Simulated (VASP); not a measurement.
# Mo (Im-3m) in VASP: relaxation of volume and atoms at fixed shape with LDA

Aim: the relaxation of volume and atoms at fixed shape of Mo with LDA.

Program: VASP 6.6.1. These are calculated values, not measurements. Logs are shortened: lines on timing, memory, paths and dates and some standing lists are left out, and cuts for length are marked.

## Step 1: The cell of the first run

It takes space group Im-3m (No. 229, cubic). Conventional cell: a = 3.150 Å, b = 3.150 Å, c = 3.150 Å, α = 90.00°, β = 90.00°, γ = 90.00°. Mo (site symmetry m-3m) has 14 Mo at 2.73 to 3.15 Å within 3.6 Å.

## Step 2: Relaxation of volume and atoms at fixed shape, LDA

INCAR reads:

```
PREC = Accurate
ENCUT = 600
EDIFF = 1E-6
ISMEAR = -1
SIGMA = 0.05
LREAL = False
LASPH = True
NELM = 100
ALGO = Normal
ISIF = 8
LWAVE = False
LCHARG = False
IBRION = 2
NSW = 60
EDIFFG = -0.03
```

KPOINTS reads:

```
regular mesh
0
Gamma
  13 13 13
```

POSCAR reads:

```
Mo
1.0
    3.1500000000      0.0000000000      0.0000000000
    0.0000000000      3.1500000000      0.0000000000
    0.0000000000      0.0000000000      3.1500000000
Mo
2
Direct
    0.0000000000      0.0000000000      0.0000000000
    0.5000000000      0.5000000000      0.5000000000
```

Potentials or basis: VASP PAW LDA potentials, release 64 (Mo_sv).

Command:

```bash
> cat potpaw_LDA.64/Mo_sv/POTCAR > POTCAR
> mpirun -np 1 vasp_std > vasp.out
```

OUTCAR:

```text
PREC = Accurate
   ENCUT = 600
   EDIFF = 1E-6
   ISMEAR = -1
   LREAL = False
   LASPH = True
   NELM = 100
   ISIF = 8
   IBRION = 2
   NSW = 60
   EDIFFG = -0.03

 ion  position               nearest neighbor table
   1  0.000  0.000  0.000-   2 2.73   2 2.73   2 2.73   2 2.73   2 2.73   2 2.73   2 2.73   2 2.73

   2  0.500  0.500  0.500-   1 2.73   1 2.73   1 2.73   1 2.73   1 2.73   1 2.73   1 2.73   1 2.73

  LATTYP: Found a simple cubic cell.
 ALAT       =     3.1500000000

  Lattice vectors:

 A1 = (   3.1500000000,   0.0000000000,   0.0000000000)
 A2 = (   0.0000000000,   3.1500000000,   0.0000000000)
 A3 = (   0.0000000000,   0.0000000000,   3.1500000000)

Analysis of symmetry for initial positions (statically):
=====================================================================
 Subroutine PRICEL returns following result:

  LATTYP: Found a body centered cubic cell.
 ALAT       =     3.1500000000

  Lattice vectors:

 A1 = (   1.5750000000,   1.5750000000,  -1.5750000000)
 A2 = (  -1.5750000000,   1.5750000000,   1.5750000000)
 A3 = (   1.5750000000,  -1.5750000000,   1.5750000000)

   2 primitive cells build up your supercell.

 Routine SETGRP: Setting up the symmetry group for a
 simple cubic supercell.

 Subroutine GETGRP returns: Found 48 space group operations
 (whereof 48 operations were pure point group operations)
 out of a pool of 48 trial point group operations.

The static configuration has the point symmetry O_h .

Analysis of symmetry for dynamics (positions and initial velocities):
=====================================================================
 Subroutine PRICEL returns following result:

  LATTYP: Found a body centered cubic cell.
 ALAT       =     3.1500000000

  Lattice vectors:

 A1 = (   1.5750000000,   1.5750000000,  -1.5750000000)
 A2 = (  -1.5750000000,   1.5750000000,   1.5750000000)
 A3 = (   1.5750000000,  -1.5750000000,   1.5750000000)

   2 primitive cells build up your supercell.

 Routine SETGRP: Setting up the symmetry group for a
 simple cubic supercell.

 Subroutine GETGRP returns: Found 48 space group operations
 (whereof 48 operations were pure point group operations)
 out of a pool of 48 trial point group operations.

The dynamic configuration has the point symmetry O_h .

 Subroutine INISYM returns: Found 48 space group operations
 (whereof 48 operations are pure point group operations),
 and found     2 'primitive' translations

----------------------------------------------------------------------------------------

                                     Primitive cell

  volume of cell :      15.6279

  direct lattice vectors                    reciprocal lattice vectors
     1.575000000  1.575000000 -1.575000000     0.317460317  0.317460317  0.000000000
    -1.575000000  1.575000000  1.575000000    -0.000000000  0.317460317  0.317460317
     1.575000000 -1.575000000  1.575000000     0.317460317  0.000000000  0.317460317

  length of vectors
     2.727980022  2.727980022  2.727980022     0.448956686  0.448956686  0.448956686

  position of ions in fractional coordinates (direct lattice)
     0.000000000  0.000000000  0.000000000

  ion indices of the primitive-cell ions
   primitive index   ion index
                 1           1

----------------------------------------------------------------------------------------

 KPOINTS: regular mesh

Automatic generation of k-mesh.
 Grid dimensions read from file:
 generate k-points for:   13   13   13

 Generating k-lattice:

  Cartesian coordinates                     Fractional coordinates (reciprocal lattice)
     0.024420024  0.000000000  0.000000000     0.076923077  0.000000000  0.000000000
     0.000000000  0.024420024  0.000000000     0.000000000  0.076923077  0.000000000
     0.000000000  0.000000000  0.024420024     0.000000000  0.000000000  0.076923077

  Length of vectors
     0.024420024  0.024420024  0.024420024

  Shift w.r.t. Gamma in fractional coordinates (k-lattice)
     0.000000000  0.000000000  0.000000000

 Subroutine IBZKPT returns following result:
 ===========================================

 Found     84 irreducible k-points:

 Following reciprocal coordinates:
            Coordinates               Weight
  0.000000  0.000000  0.000000      1.000000
  0.076923  0.000000  0.000000      6.000000
  0.153846  0.000000  0.000000      6.000000
  0.230769  0.000000  0.000000      6.000000
  0.307692  0.000000  0.000000      6.000000
  0.384615  0.000000  0.000000      6.000000
[... 16 lines left out ...]
  0.307692  0.307692  0.000000     12.000000
  0.384615  0.307692  0.000000     24.000000
 [... further k-points ...]
   k-points           NKPTS =     84   k-points in BZ     NKDIM =     84   number of bands    NBANDS=     18
   number of dos      NEDOS =    301   number of ions     NIONS =      2
   total plane-waves  NPLWV =  21952
   dimension x,y,z NGX =    28 NGY =   28 NGZ =   28
   dimension x,y,z NGXF=    56 NGYF=   56 NGZF=   56
   ions per type =               2
   NGX,Y,Z   is equivalent  to a cutoff of  14.78, 14.78, 14.78 a.u.
   NGXF,Y,Z  is equivalent  to a cutoff of  29.55, 29.55, 29.55 a.u.
 SYSTEM =  unknown system
   PREC   = accura    normal or accurate (medium, high low for compatibility)
   ISTART =      0    job   : 0-new  1-cont  2-samecut
   ICHARG =      2    charge: 1-file 2-atom 10-const
   ISPIN  =      1    spin polarized calculation?
   LNONCOLLINEAR =      F non collinear calculations
   LSORBIT =      F    spin-orbit coupling
   LASPH  =      T    aspherical Exc in radial PAW
   ENCUT  =  600.0 eV  44.10 Ry    6.64 a.u.   6.29  6.29  6.29*2*pi/ulx,y,z
   NELM   =    100;   NELMIN=  2; NELMDL= -5     # of ELM steps
   EDIFF  = 0.1E-05   stopping-criterion for ELM
   LREAL  =      F    real-space projection
   EDIFFG = -.3E-01   stopping-criterion for IOM
   NSW    =     60    number of steps for IOM
   IBRION =      2    ionic relax: 0-MD 1-quasi-New 2-CG
   NFREE  =      1    steps in history (QN), initial steepest desc. (CG)
   ISIF   =      8    stress and relaxation
   ISYM   =      2    0-nonsym 1-usesym 2-fastsym
   POTIM  = 0.5000    time-step for ionic-motion
   TEBEG  =    0.0;   TEEND  =   0.0 temperature during run
   PSTRESS=    0.0 pullay stress
   NELECT =      28.0000    total number of electrons
   NUPDOWN=      -1.0000    fix difference up-down
   EMIN   =  10.00;   EMAX   =-10.00  energy-range for DOS
   EFERMI =   0.00;   METHOD = LEGACY
   ISMEAR =    -1;   SIGMA  =   0.05  broadening in eV -4-tet -1-fermi 0-gaus
   EFERMI_NEDOS =   21; number of points for ismear=-14 and -15
   IALGO  =     38    algorithm
   IMIX   =      4    mixing-type and parameters
     AMIX     =   0.40;   BMIX     =  1.00
     AMIX_MAG =   1.60;   BMIX_MAG =  1.00
  volume/ion in A,a.u.               =      15.63       105.46
  Fermi-wavevector in a.u.,A,eV,Ry     =   1.578157  2.982285 33.886404  2.490580
  Thomas-Fermi vector in A             =   2.678731
   LORBIT       =      0    0 simple, 1 ext, 2 COOP (PROOUT), +10 PAW based schemes
   GGA     = CA    functional components
   LHFCALC =     F    Hartree Fock is set to
   AEXX    =    0.0000 exact exchange contribution
   IVDW    =     0    specifies the selected vdW correction
   LEPSILON=     F    determine dielectric tensor
   LRPA    =     F    only Hartree local field effects (RPA)
 conjugate gradient relaxation of ions
 non-spin polarized calculation
  energy-cutoff  :      600.00
  volume of cell :       31.26
 maximum number of plane-waves:      1064
 NGX is ok and might be reduce to    28
   NGX = 13   NGY = 13   NGZ = 13

--------------------------------------- Ionic step        1  -------------------------------------------

 number of electron      28.0000006 magnetization

 Free energy of the ion-electron system (eV)
  ---------------------------------------------------
  ext. energy  EPLUGINS =         0.00000000
  ---------------------------------------------------
  free energy    TOTEN  =       -24.23796288 eV

  energy without entropy =      -24.22840409  energy(sigma->0) =      -24.23318349

------------------------ aborting loop because EDIFF is reached ----------------------------------------

  FORCE on cell =-STRESS in cart. coord.  units (eV):
  Direction    XX          YY          ZZ          XY          YZ          ZX
  --------------------------------------------------------------------------------------
  -------------------------------------------------------------------------------------
  Total       -1.7567639     -1.7567639     -1.7567639      0.0000000      0.0000000     -0.0000000
  in kB      -90.0517853    -90.0517853    -90.0517853      0.0000000      0.0000000     -0.0000000
  external PRESSURE =     -90.0517853 kB  Pullay stress =       0.0000000 kB
[... 93 lines left out ...]
  energy  without entropy=      -24.2572305852  energy(sigma->0) =      -24.26219116

--------------------------------------- Ionic step        4  -------------------------------------------

 number of electron      28.0000001 magnetization

 Free energy of the ion-electron system (eV)
  ---------------------------------------------------
  ext. energy  EPLUGINS =         0.00000000
  ---------------------------------------------------
  free energy    TOTEN  =       -24.26719748 eV

  energy without entropy =      -24.25725898  energy(sigma->0) =      -24.26222823

 E-fermi :  13.0356     XC(G=0): -13.7885

 val. band max:       13.0025053740   @ k =   0.3846   0.0000   0.0000
 cond. band min:      13.0387131273   @ k =   0.4615   0.3846   0.0000
 fundamental gap:      0.0362077533
 Fermi energy:        13.0355996017

 k-point     1 :       0.0000    0.0000    0.0000
  band No.  band energies     occupation
      1     -47.9357      2.00000
      2     -47.4095      2.00000
      3     -22.3761      2.00000
      4     -22.3761      2.00000
      5     -22.3761      2.00000
      6     -21.2952      2.00000
[... 10 lines left out ...]
     17      17.2089      0.00000
     18      17.2089      0.00000
[... 466 lines left out ...]
      2     -47.5838      2.00000
      3     -22.7492      2.00000
      4     -22.5456      2.00000
      5     -21.9179      2.00000
      6     -21.6987      2.00000
[... 10 lines left out ...]
     17      15.3273      0.00000
     18      16.0086      0.00000

 [... further k-points ...]

------------------------ aborting loop because EDIFF is reached ----------------------------------------

  FORCE on cell =-STRESS in cart. coord.  units (eV):
  Direction    XX          YY          ZZ          XY          YZ          ZX
  --------------------------------------------------------------------------------------
  -------------------------------------------------------------------------------------
  Total       -0.0098307     -0.0098307     -0.0098307      0.0000000      0.0000000     -0.0000000
  in kB       -0.5206991     -0.5206991     -0.5206991      0.0000000      0.0000000     -0.0000000
  external PRESSURE =      -0.5206991 kB  Pullay stress =       0.0000000 kB
[... 17 lines left out ...]
  FREE ENERGIE OF THE ION-ELECTRON SYSTEM (eV)
  ---------------------------------------------------
  free  energy   TOTEN  =       -24.2671974796 eV

  energy  without entropy=      -24.2572589815  energy(sigma->0) =      -24.26222823

 reached required accuracy - stopping structural energy minimisation
```

Wall time 2.9 min (1 thread of Intel Xeon 8259CL, shared host); peak memory 0.18 GiB.

What came out:

| Quantity | Value |
| --- | --- |
| Free energy | -24.2672 eV |
| Relaxed volume | 15.12 Å³/atom |
| Relaxed cell | a = 3.116 Å, b = 3.116 Å, c = 3.116 Å, α = 90.00°, β = 90.00°, γ = 90.00° |
| Space group after relaxing (to 0.1 Å) | Im-3m (No. 229) |
| Energy gained by relaxing | 14.6 meV/atom |
| Ionic steps | 4 |
| Pressure after relaxing | -0.1 GPa |
| Band gap on the k mesh | zero (bands 14 and 15 overlap by 2.01 eV) |

Step by step:
```tsv
step	energy change (eV)	largest force (eV/Å)	pressure (GPa)	volume (Å³)
1	0.0000	0.0000	-9.01	31.26
2	0.2489	0.0000	34.65	27.45
3	-0.0292	0.0000	-0.37	30.28
4	-0.0292	0.0000	-0.05	30.25
```

Final structure:
```
CELL_PARAMETERS angstrom
3.11580 0.00000 0.00000
0.00000 3.11580 0.00000
0.00000 0.00000 3.11580
ATOMIC_POSITIONS crystal
Mo 0.00000 0.00000 0.00000
Mo 0.50000 0.50000 0.50000
```

The gap in the log of VASP goes by the Fermi energy; the results here count the filled bands.